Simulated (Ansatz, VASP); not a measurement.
Two plane-wave programs on Te2Mo

```
Te Mo
1.0
     3.40664    0.00000    0.00000
    -1.70332    2.95024    0.00000
     0.00000    0.00000   13.30811
Te Mo
4 2
Direct
  0.33333 0.66667 0.62113
  0.66667 0.33333 0.12113
  0.33333 0.66667 0.87887
  0.66667 0.33333 0.37887
  0.33333 0.66667 0.25000
  0.66667 0.33333 0.75000
```

Change from the starting cell: strain -0.025 along x and y, -0.050 along z, atoms carried along.

Alike in both runs: task single point; functional PBEsol; k mesh 12 × 12 × 2; occupations gaussian, width 0.05 eV; no spin polarisation.

|  | VASP | Ansatz |
| --- | --- | --- |
| version | VASP 6.6.1 | Ansatz 0.2.0 |
| potentials or method | VASP PAW PBE potentials, release 64 (Te, Mo_sv), cutoff 520 eV | scalar-relativistic, plane waves, PAW |
| valence electrons in the cell | 52 | 92 |

```csv
,VASP,Ansatz,Ansatz less VASP
gap on the k mesh at the Fermi level (eV),0.52,0.54,+0.024
least direct gap on the mesh (eV),1.13,1.13,+0.003
pressure (GPa),14.3,14.1,-0.21
"traceless stress, the component that is largest in VASP (GPa)",4.45,4.33,-0.118
rms of the force components (eV/Å),0.949,0.928,-0.0213
```

VASP's potentials were made for PBE, not for PBEsol. Atom by atom the forces differ by 0.021 eV/Å (rms over components). With one functional, cell and mesh, what is left measures potentials, basis and numerics. VASP's potentials hold 52 valence electrons a cell and Ansatz's 92, so a difference there can come from the potentials and not from the codes.

Spin-orbit coupling is off throughout.
